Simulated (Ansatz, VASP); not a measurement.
BaCu3 in VASP and in Ansatz

The input INCAR:

```
PREC = Accurate
ENCUT = 820
EDIFF = 1E-6
ISMEAR = 0
SIGMA = 0.05
LREAL = F
LASPH = T
NELM = 120
ALGO = Normal
ISIF = 2
LWAVE = F
LCHARG = T
GGA = PS
LELF = T
LVHAR = T
NBANDS = 42
GGA_COMPAT = F
```

Contents of KPOINTS:

```
Automatic mesh
0
Gamma
  8 8 8
```

File POSCAR:

```
BaCu3
1.0
    4.3573061931      0.0000000000      0.0000000000
    0.0000000000      4.3573061931      0.0000000000
    0.0000000000      0.0000000000      4.3573061931
Ba Cu
1 3
Direct
    0.0000000000      0.0000000000      0.0000000000
    0.0000000000      0.5000000000      0.5000000000
    0.5000000000      0.5000000000      0.0000000000
    0.5000000000      0.0000000000      0.5000000000
```

Input for Ansatz:

```yaml
crystal:
  lattice:
    - [4.3573061931, 0.0, 0.0]
    - [0.0, 4.3573061931, 0.0]
    - [0.0, 0.0, 4.3573061931]
  atoms:
    - { symbol: Ba, position: [0.0, 0.0, 0.0] }
    - { symbol: Cu, position: [0.0, 0.5, 0.5] }
    - { symbol: Cu, position: [0.5, 0.5, 0.0] }
    - { symbol: Cu, position: [0.5, 0.0, 0.5] }
basis:
  ecutwfc: 420
  ecutrho_ratio: 4
kpoints:
  mp_grid: { grid: [8, 8, 8] }
hamiltonian:
  xc: pbesol
scf:
  occupations: { method: gaussian, width: 0.05 }
output:
  forces: true
  stress: true
  eigenvalues: true
```

Alike in both runs: task single point; functional PBEsol; k mesh 8 × 8 × 8; occupations gaussian, width 0.05 eV; no spin polarisation.

|  | VASP | Ansatz |
| --- | --- | --- |
| version | VASP 6.6.1 | Ansatz 0.2.0 |
| potentials or method | VASP PAW PBE potentials, release 64 (Ba_sv, Cu_sv_GW), cutoff 820 eV | scalar-relativistic, plane waves, PAW |
| valence electrons in the cell | 67 | 67 |

Ansatz gave:

| Quantity | Value |
| --- | --- |
| gap on the k mesh at the Fermi level (eV) | none |
| pressure (GPa) | -1.3 |

Task: Estimate VASP's values.

Result: gap on the k mesh at the Fermi level (eV): none; pressure (GPa): -1.0.

VASP's potentials were made for PBE, not for PBEsol. A gap of «none» marks a metal or a gap that the smearing closes.

Neither program's run includes spin-orbit coupling.
